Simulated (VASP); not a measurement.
Write the native input for VASP 6.6.1 that does the following.

| Quantity | Value |
| --- | --- |
| Task | electric field gradients |
| Functional | PBE |
| Potentials or basis | VASP PAW PBE potentials, release 64 (Be) |
| Cutoff | 520 eV |
| k mesh | 9 × 9 × 14 |
| Occupations | fermi-dirac, width 0.05 eV |
| Spin | no spin polarisation |
| Dipole correction | no |
| Further INCAR settings | ALGO = Normal; EDIFF = 1e-08; NBANDS = 12 |

The structure of Be lies in POSCAR:

```
Be
1.0
    3.7716280609      0.0000000000      0.0000000000
    0.0000000000      3.7716280609      0.0000000000
    0.0000000000      0.0000000000      2.2963882549
Be
4
Direct
    0.2974080000      0.2974080000      0.0000000000
    0.7025920000      0.7025920000      0.0000000000
    0.2025920000      0.7974080000      0.5000000000
    0.7974080000      0.2025920000      0.5000000000
```

This cell differs from its parent crystal: volume scaled by 1.02.

The input as run:

INCAR

```
  PREC = Accurate
  ENCUT = 520
  EDIFF = 1E-8
  ISMEAR = -1
  SIGMA = 0.05
  LREAL = F
  LASPH = T
  NELM = 60
  ALGO = Normal
  ISIF = 2
  LWAVE = F
  LCHARG = F
  GGA = PE
  LEFG = T
  NBANDS = 12
```

KPOINTS

```
Automatic mesh
0
Gamma
  9 9 14
```

Potentials or basis: VASP PAW PBE potentials, release 64 (Be).

Run with:

```sh
$ cat potpaw_PBE.64/Be/POTCAR > POTCAR
$ mpirun -np 1 vasp_std > vasp.out
```

Results of the run:

```
Pressure               : -2.2 GPa
Largest force          : 0.015 eV/Å
Band gap on the k mesh : zero (band 4 reaches 7.65 eV, above the bottom of band 5 at 5.60 eV)
```

Caveat: without QUAD_EFG the Cq values of the log hold for a quadrupole moment of 1 mb, not for the nuclei.

Run time: 58 s on 1 thread of Intel Xeon 8259CL, on a shared host, peak memory 0.15 GiB.
